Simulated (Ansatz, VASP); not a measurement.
**WC: VASP beside Ansatz**

```
W C
1.0
     2.90250    0.00000    0.00000
    -1.45125    2.51364    0.00000
     0.00000    0.00000    2.84047
W C
1 1
Cartesian
  0.0000 0.0000 0.0000
  1.4513 0.8379 1.4202
```

Alike in both runs: task single point; functional r2SCAN; k mesh 13 × 13 × 12; occupations gaussian, width 0.0914 eV; no spin polarisation.

```csv
,VASP,Ansatz
version,VASP 6.6.1,Ansatz 0.2.0
potentials or method,"VASP PAW PBE potentials, release 64 (W_sv, C), cutoff 520 eV",PAW plane waves
valence electrons in the cell,18,18
```

```tsv
	VASP	Ansatz	Ansatz less VASP
pressure (GPa)	3.8	1.9	-1.93
traceless stress, the component that is largest in VASP (GPa)	-2.23	-2.46	-0.228
```

VASP's potentials were made for PBE, not for r2SCAN. Ansatz's warnings: structure snapped to symmetry.

Spin-orbit coupling is off throughout.
